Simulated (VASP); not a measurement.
# CdS (F-43m) in VASP: further runs

CdS is run at these levels: HSE06; tasks: single point, relaxation of cell and atoms.

Program: VASP 6.6.1. These are calculated values, not measurements. Logs are shortened: lines on timing, memory, paths and dates and some standing lists are left out, and cuts for length are marked.

**1. The cell of the first run**

The structure is cubic, space group F-43m (No. 216). Conventional cell: a = 5.891 Å, b = 5.891 Å, c = 5.891 Å, α = 90.00°, β = 90.00°, γ = 90.00°. Within 3.4 Å of Cd (site symmetry -43m) lie 4 S at 2.55 Å. Within 3.4 Å of S (site symmetry -43m) lie 4 Cd at 2.55 Å.

**2. Single point, HSE06**

POSCAR

```
CdS
1.0
    0.0000000000      2.9453484428      2.9453484428
    2.9453484428      0.0000000000      2.9453484428
    2.9453484428      2.9453484428      0.0000000000
Cd S
1 1
Direct
    0.0000000000      0.0000000000      0.0000000000
    0.2500000000      0.2500000000      0.2500000000
```

INCAR.step1

```
SYSTEM = CdS
PREC = Accurate ; ENCUT = 520
EDIFF = 1E-5 ; ISMEAR = -1
SIGMA = 0.02 ; LREAL = .FALSE.
LASPH = .TRUE. ; NELM = 60
ALGO = Normal ; ISIF = 2
LWAVE = .TRUE. ; LCHARG = .FALSE.
GGA = PE ; NBANDS = 16
```

INCAR.step2

```
SYSTEM = CdS
PREC = Accurate ; ENCUT = 520
EDIFF = 1E-7 ; ISMEAR = -1
SIGMA = 0.02 ; LREAL = .FALSE.
LASPH = .TRUE. ; NELM = 60
ALGO = Normal ; ISIF = 2
LWAVE = .FALSE. ; LCHARG = .FALSE.
GGA = PE ; LHFCALC = .TRUE.
HFSCREEN = 0.2079 ; PRECFOCK = Normal
ISTART = 1 ; NBANDS = 16
```

KPOINTS

```
regular mesh
0
G
  4 4 4
  0 0 0
```

Potentials or basis: VASP PAW PBE potentials, release 64 (Cd, S).

Started as:

```
cat potpaw_PBE.64/Cd/POTCAR potpaw_PBE.64/S/POTCAR > POTCAR
cp INCAR.step1 INCAR
mpirun -np 1 vasp_std > vasp.out
cp INCAR.step2 INCAR
mpirun -np 1 vasp_std > vasp.out
```

OUTCAR:

```text
SYSTEM = CdS
   PREC = Accurate
   ENCUT = 520
   EDIFF = 1E-7
   ISMEAR = -1
   LREAL = .FALSE.
   LASPH = .TRUE.
   NELM = 60
   ISIF = 2
   GGA = PE
   LHFCALC = .TRUE.
   HFSCREEN = 0.2079
   PRECFOCK = Normal
   ISTART = 1

 ion  position               nearest neighbor table
   1  0.000  0.000  0.000-   2 2.55   2 2.55   2 2.55   2 2.55
   2  0.250  0.250  0.250-   1 2.55   1 2.55   1 2.55   1 2.55

  LATTYP: Found a face centered cubic cell.
 ALAT       =     5.8906968856

  Lattice vectors:

 A1 = (   0.0000000000,   2.9453484428,   2.9453484428)
 A2 = (   2.9453484428,   0.0000000000,   2.9453484428)
 A3 = (   2.9453484428,   2.9453484428,   0.0000000000)

Analysis of symmetry for initial positions (statically):
=====================================================================
 Subroutine PRICEL returns:
 Original cell was already a primitive cell.

 Routine SETGRP: Setting up the symmetry group for a
 face centered cubic supercell.

 Subroutine GETGRP returns: Found 24 space group operations
 (whereof 24 operations were pure point group operations)
 out of a pool of 48 trial point group operations.

The static configuration has the point symmetry T_d .

Analysis of symmetry for dynamics (positions and initial velocities):
=====================================================================
 Subroutine PRICEL returns:
 Original cell was already a primitive cell.

 Routine SETGRP: Setting up the symmetry group for a
 face centered cubic supercell.

 Subroutine GETGRP returns: Found 24 space group operations
 (whereof 24 operations were pure point group operations)
 out of a pool of 48 trial point group operations.

The dynamic configuration has the point symmetry T_d .

 Subroutine INISYM returns: Found 24 space group operations
 (whereof 24 operations are pure point group operations),
 and found     1 'primitive' translations

----------------------------------------------------------------------------------------

                                     Primitive cell

  volume of cell :      51.1023

  direct lattice vectors                    reciprocal lattice vectors
     0.000000000  2.945348443  2.945348443    -0.169759202  0.169759202  0.169759202
     2.945348443  0.000000000  2.945348443     0.169759202 -0.169759202  0.169759202
     2.945348443  2.945348443  0.000000000     0.169759202  0.169759202 -0.169759202
[... 73 lines left out ...]
   ISIF   =      2    stress and relaxation
   ISYM   =      3    0-nonsym 1-usesym 2-fastsym
   POTIM  = 0.5000    time-step for ionic-motion
   TEBEG  =    0.0;   TEEND  =   0.0 temperature during run
   PSTRESS=    0.0 pullay stress
   NELECT =      18.0000    total number of electrons
   NUPDOWN=      -1.0000    fix difference up-down
   EMIN   =  10.00;   EMAX   =-10.00  energy-range for DOS
   EFERMI =   0.00;   METHOD = LEGACY
   ISMEAR =    -1;   SIGMA  =   0.02  broadening in eV -4-tet -1-fermi 0-gaus
   EFERMI_NEDOS =   21; number of points for ismear=-14 and -15
   IALGO  =     38    algorithm
   IMIX   =      1    mixing-type and parameters
     AMIX     =   0.40;   BMIX     =  1.00
     AMIX_MAG =   1.60;   BMIX_MAG =  1.00
  volume/ion in A,a.u.               =      25.55       172.43
  Fermi-wavevector in a.u.,A,eV,Ry     =   1.156163  2.184831 18.187076  1.336712
  Thomas-Fermi vector in A             =   2.292785
   LORBIT       =      0    0 simple, 1 ext, 2 COOP (PROOUT), +10 PAW based schemes
   GGA     = PE    functional components
   LHFCALC =     T    Hartree Fock is set to
   PRECFOCK=normal    Normal, Fast or Accurate (Low or Medium for compatibility)
   ENCUT4O =  -1.0   cutoff for four orbital integrals eV
   NKREDX  =     1    reduce k-point grid by
   NKREDY  =     1    reduce k-point grid by
   NKREDZ  =     1    reduce k-point grid by
   AEXX    =    0.2500 exact exchange contribution
   HFSCREEN=    0.2079 screening length (either q_TF or 0.3 A-1)
   HFSCREENC=   0.2079 screening length for correlation (either q_TF or 0.3 A-1)
   ENCUTFOCK=  -1.0 apply spherical cutoff to Coloumb kernel
   IVDW    =     0    specifies the selected vdW correction
   LEPSILON=     F    determine dielectric tensor
   LRPA    =     F    only Hartree local field effects (RPA)
 non-spin polarized calculation
  energy-cutoff  :      520.00
  volume of cell :       51.10
 maximum number of plane-waves:      1384
 NGX is ok and might be reduce to    32
  NGX = 24; NGY = 24; NGZ = 24

 number of electron      18.0000004 magnetization

 Free energy of the ion-electron system (eV)
  ---------------------------------------------------
  ext. energy  EPLUGINS =         0.00000000
  ---------------------------------------------------
  free energy    TOTEN  =        -7.59791376 eV

  energy without entropy =       -7.59791376  energy(sigma->0) =       -7.59791376

 E-fermi :   0.9292     XC(G=0):  -7.4783

 val. band max:        0.4296754073   @ k =   0.0000   0.0000   0.0000
 cond. band min:       2.5359112884   @ k =   0.0000   0.0000   0.0000
 fundamental gap:      2.1062358811
 Fermi energy:         0.9291898830

 k-point     1 :       0.0000    0.0000    0.0000
  band No.  band energies     occupation
      1     -12.9353      2.00000
      2      -8.3404      2.00000
      3      -8.3404      2.00000
      4      -8.3404      2.00000
      5      -7.8971      2.00000
      6      -7.8971      2.00000
[... 129 lines left out ...]
      3      -8.1136      2.00000
      4      -7.9379      2.00000
      5      -7.8873      2.00000
      6      -7.2601      2.00000
[... 8 lines left out ...]
     15      14.8536      0.00000
     16      15.1630      0.00000

------------------------ aborting loop because EDIFF is reached ----------------------------------------

  FORCE on cell =-STRESS in cart. coord.  units (eV):
  Direction    XX          YY          ZZ          XY          YZ          ZX
  --------------------------------------------------------------------------------------
  -------------------------------------------------------------------------------------
  Total        0.0864217      0.0864217      0.0864217      0.0000000     -0.0000000      0.0000000
  in kB        2.7095272      2.7095272      2.7095272      0.0000000     -0.0000000      0.0000000
  external PRESSURE =       2.7095272 kB  Pullay stress =       0.0000000 kB

 VOLUME and BASIS-vectors are now :
 -----------------------------------------------------------------------------
  energy-cutoff  :      520.00
  volume of cell :       51.10
      direct lattice vectors                 reciprocal lattice vectors
     0.000000000  2.945348443  2.945348443    -0.169759202  0.169759202  0.169759202
     2.945348443  0.000000000  2.945348443     0.169759202 -0.169759202  0.169759202
     2.945348443  2.945348443  0.000000000     0.169759202  0.169759202 -0.169759202

 POSITION                                       TOTAL-FORCE (eV/Angst)
 -----------------------------------------------------------------------------------
      0.00000      0.00000      0.00000         0.000000      0.000000      0.000000
      1.47267      1.47267      1.47267        -0.000000     -0.000000     -0.000000
 -----------------------------------------------------------------------------------
    total drift:                                0.000015      0.000031      0.000014

  FREE ENERGIE OF THE ION-ELECTRON SYSTEM (eV)
  ---------------------------------------------------
  free  energy   TOTEN  =        -7.5979137582 eV

  energy  without entropy=       -7.5979137582  energy(sigma->0) =       -7.59791376
```

OSZICAR.step1:

```text
N       E                     dE             d eps       ncg     rms          rms(c)
DAV:   1     0.104068596511E+03    0.10407E+03   -0.91288E+03   264   0.102E+03
DAV:   2    -0.273856482623E+01   -0.10681E+03   -0.10077E+03   296   0.248E+02
DAV:   3    -0.665003500276E+01   -0.39115E+01   -0.39024E+01   320   0.501E+01
DAV:   4    -0.667399633390E+01   -0.23961E-01   -0.23958E-01   328   0.375E+00
DAV:   5    -0.667434426458E+01   -0.34793E-03   -0.34793E-03   296   0.425E-01    0.761E+00
DAV:   6    -0.612967222698E+01    0.54467E+00   -0.85443E-01   360   0.114E+01    0.621E+00
DAV:   7    -0.610967891262E+01    0.19993E-01   -0.19859E-01   312   0.303E+00    0.306E+00
DAV:   8    -0.611018084676E+01   -0.50193E-03   -0.18390E-02   288   0.169E+00    0.291E-01
DAV:   9    -0.611014344677E+01    0.37400E-04   -0.22271E-03   304   0.677E-01    0.616E-02
DAV:  10    -0.611028412144E+01   -0.14067E-03   -0.26617E-04   264   0.167E-01    0.731E-02
DAV:  11    -0.611038114547E+01   -0.97024E-04   -0.16562E-04   272   0.996E-02    0.265E-02
DAV:  12    -0.611037114859E+01    0.99969E-05   -0.28508E-05   312   0.683E-02
   1 F= -.61103711E+01 E0= -.61103711E+01  d E =-.187095E-11
```

Run time: 3.5 min. Hardware: 1 thread of Intel Xeon 6975P-C (Granite Rapids), shared host; peak memory 0.28 GiB.

Results:

```yaml
Free_energy: -7.5979 eV
Pressure: 0.3 GPa
Band_gap_on_the_k_mesh: 2.11 eV
```

Caveat: the k points lie up to 0.46 Å⁻¹ apart; the PAW data sets were made with another functional, which shifts forces and pressure a little.

**3. Relaxation of cell and atoms, HSE06**

This run uses another cell than the first one, of 25.39 Å³/atom.

POSCAR

```
CdS
1.0
    0.0000000000      2.9392087863      2.9392087863
    2.9392087863      0.0000000000      2.9392087863
    2.9392087863      2.9392087863      0.0000000000
Cd S
1 1
Direct
    0.0000000000      0.0000000000      0.0000000000
    0.2500000000      0.2500000000      0.2500000000
```

INCAR.step1

```
PREC = Accurate
ENCUT = 600
EDIFF = 1E-5
ISMEAR = -1
SIGMA = 0.02
LREAL = F
LASPH = T
NELM = 60
ALGO = Normal
LWAVE = T
LCHARG = F
GGA = PE
NBANDS = 16
```

INCAR.step2

```
PREC = Accurate
ENCUT = 600
EDIFF = 1E-7
ISMEAR = -1
SIGMA = 0.02
LREAL = F
LASPH = T
NELM = 60
ALGO = Normal
ISIF = 3
LWAVE = F
LCHARG = F
GGA = PE
LHFCALC = T
HFSCREEN = 0.2079
PRECFOCK = Normal
IBRION = 2
NSW = 80
EDIFFG = -0.005
ISTART = 1
```

KPOINTS

```
regular mesh
0
Gamma
  4 4 4
```

Potentials or basis: VASP PAW PBE potentials, release 64 (Cd, S).

Started as:

```
cat potpaw_PBE.64/Cd/POTCAR potpaw_PBE.64/S/POTCAR > POTCAR
cp INCAR.step1 INCAR
mpirun -np 1 vasp_std > vasp.out
cp INCAR.step2 INCAR
mpirun -np 1 vasp_std > vasp.out
```

Wall time 23 min (1 thread of Intel Xeon 6975P-C (Granite Rapids), shared host); peak memory 0.33 GiB.

Results (log left out):

| Item | Value |
| --- | --- |
| Free energy | -7.5982 eV |
| Relaxed volume | 25.65 Å³/atom |
| Relaxed cell | a = 4.171 Å, b = 4.171 Å, c = 4.171 Å, α = 60.00°, β = 60.00°, γ = 60.00° |
| Space group after relaxing (to 0.1 Å) | F-43m (No. 216) |
| Energy gained by relaxing | 0.5 meV/atom |
| Ionic steps | 3 |
| Pressure after relaxing | 0.0 GPa |
| Band gap on the k mesh | 2.10 eV |

The path:
```csv
step,energy change (eV),largest force (eV/Å),pressure (GPa),volume (Å³)
1,0.0000,0.0000,0.62,50.78
2,-0.0009,0.0000,-0.23,51.51
3,-0.0010,0.0000,0.00,51.31
```

Final structure:
```
Cd S
1.0
     0.00000    2.94928    2.94928
     2.94928    0.00000    2.94928
     2.94928    2.94928    0.00000
Cd S
1 1
Cartesian
  0.0000 0.0000 0.0000
  1.4746 1.4746 1.4746
```

Levels at points of the mesh, in eV from the valence-band top:
| k point | band 5 | band 6 | band 7 | band 8 | band 9 | band 10 | band 11 | band 12 | band 13 |
| --- | --- | --- | --- | --- | --- | --- | --- | --- | --- |
| (0.00, 0.00, 0.00) | -8.32 | -8.32 | 0.00 | 0.00 | 0.00 | 2.10 | 7.70 | 7.70 | 7.70 |
| (0.50, 0.00, 0.00) | -8.29 | -7.93 | -4.48 | -0.75 | -0.75 | 4.05 | 8.14 | 8.14 | 8.57 |
| (0.50, 0.50, 0.00) | -8.25 | -7.85 | -4.06 | -1.89 | -1.89 | 4.50 | 5.42 | 10.39 | 12.06 |

Caveat: the k points lie up to 0.46 Å⁻¹ apart in the final cell; the PAW data sets were made with another functional, which shifts forces and pressure a little.
